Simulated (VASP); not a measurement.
Set up this calculation in VASP 6.6.1, as the native input.

* Task: single point
* Functional: r2SCAN
* Potentials or basis: VASP PAW PBE potentials, release 64 (C)
* Cutoff: 520 eV
* k mesh: 14 × 14 × 4
* Occupations: fermi-dirac, width 0.05 eV
* Spin: no spin polarisation
* Dipole correction: no
* Further INCAR settings: ALGO = Normal; EDIFF = 1e-07; NBANDS = 16

C:

```
C
1.0
     2.45591    0.00000    0.00000
    -1.22796    2.12688    0.00000
     0.00000    0.00000    7.01063
C
4
Direct
  0.00000 0.00000 0.25000
  0.00000 0.00000 0.75000
  0.33333 0.66667 0.25000
  0.66667 0.33333 0.75000
```

One way to write it, as run:

POSCAR

```
C
1.0
    2.4559134951      0.0000000000      0.0000000000
   -1.2279567476      2.1268834763      0.0000000000
    0.0000000000      0.0000000000      7.0106281886
C
4
Direct
    1.0000000000      1.0000000000      0.2500000000
    0.0000000000      0.0000000000      0.7500000000
    0.3333333333      0.6666666667      0.2500000000
    0.6666666667      0.3333333333      0.7500000000
```

INCAR.step1

```
  ALGO = Normal
  EDIFF = 1E-4
  ENCUT = 520
  GGA = PE
  ISMEAR = -1
  LASPH = T
  LCHARG = F
  LREAL = F
  LWAVE = T
  NBANDS = 16
  NELM = 80
  PREC = Accurate
  SIGMA = 0.05
```

INCAR.step2

```
  ALGO = Normal
  EDIFF = 1E-7
  ENCUT = 520
  ISIF = 2
  ISMEAR = -1
  ISTART = 1
  LASPH = T
  LCHARG = F
  LMIXTAU = T
  LREAL = F
  LWAVE = F
  METAGGA = R2SCAN
  NBANDS = 16
  NELM = 80
  PREC = Accurate
  SIGMA = 0.05
```

KPOINTS

```
k-points
0
Gamma
  14 14 4
```

Potentials or basis: VASP PAW PBE potentials, release 64 (C).

Run with:

```console
$ cat potpaw_PBE.64/C/POTCAR > POTCAR
$ cp INCAR.step1 INCAR
$ mpirun -np 1 vasp_std > vasp.out
$ cp INCAR.step2 INCAR
$ mpirun -np 1 vasp_std > vasp.out
```

It gave:

The pressure is 0.7 GPa and the band gap on the k mesh is 1.05 eV, direct.

Caveat: the PAW data sets were made with another functional, which shifts forces and pressure a little.

Wall time 70 s on 1 thread of Intel(R) Xeon(R) 6975P-C (Granite Rapids), on a shared host, peak memory 0.16 GiB.
